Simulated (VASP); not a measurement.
Runs of VASP 6.6.1 on Ti. The structure is that of space group P6_3/mmc (No. 194), or close to it. The cells are those of the table. 

```tsv
cell	gap on the mesh (eV)	pressure (GPa)
a = 2.906, b = 2.906, c = 4.686 Å, angles 90.0, 90.0, 120.0°, 2 atoms	none	-3.3
a = 2.861, b = 2.861, c = 4.686 Å, angles 90.0, 90.0, 120.0°, 2 atoms	none	0.4
a = 3.083, b = 3.083, c = 4.686 Å, angles 90.0, 90.0, 120.0°, 2 atoms	none	-13.1
a = 2.773, b = 2.773, c = 4.686 Å, angles 90.0, 90.0, 120.0°, 2 atoms	none	8.8
a = 3.127, b = 3.127, c = 4.686 Å, angles 90.0, 90.0, 120.0°, 2 atoms	none	(b)
a = 3.038, b = 3.038, c = 4.686 Å, angles 90.0, 90.0, 120.0°, 2 atoms	none	-11.1
a = 3.105, b = 3.105, c = 4.686 Å, angles 90.0, 90.0, 120.0°, 2 atoms	none	(a)
a = 2.817, b = 2.817, c = 4.686 Å, angles 90.0, 90.0, 120.0°, 2 atoms	none	4.4
```

Alike in all rows: task single point; level PBEsol; potentials or basis VASP PAW PBE potentials, release 64 (Ti_sv); no spin polarisation; k mesh 18 × 18 × 10; cutoff (eV) 520; smearing gaussian 0.15 eV.

Question: Estimate the missing entries.

Answer: (a) -14.0; (b) -14.9.

Caveats: the PAW data sets were made with another functional, which shifts forces and pressure a little; the cell stands under tension (at least some runs); the stress differs along the axes, from 4 to 11 GPa (at least some runs); the stress differs along the axes, from 1 to 6 GPa (at least some runs).

A gap of «none» marks levels without a gap at the run's occupations.
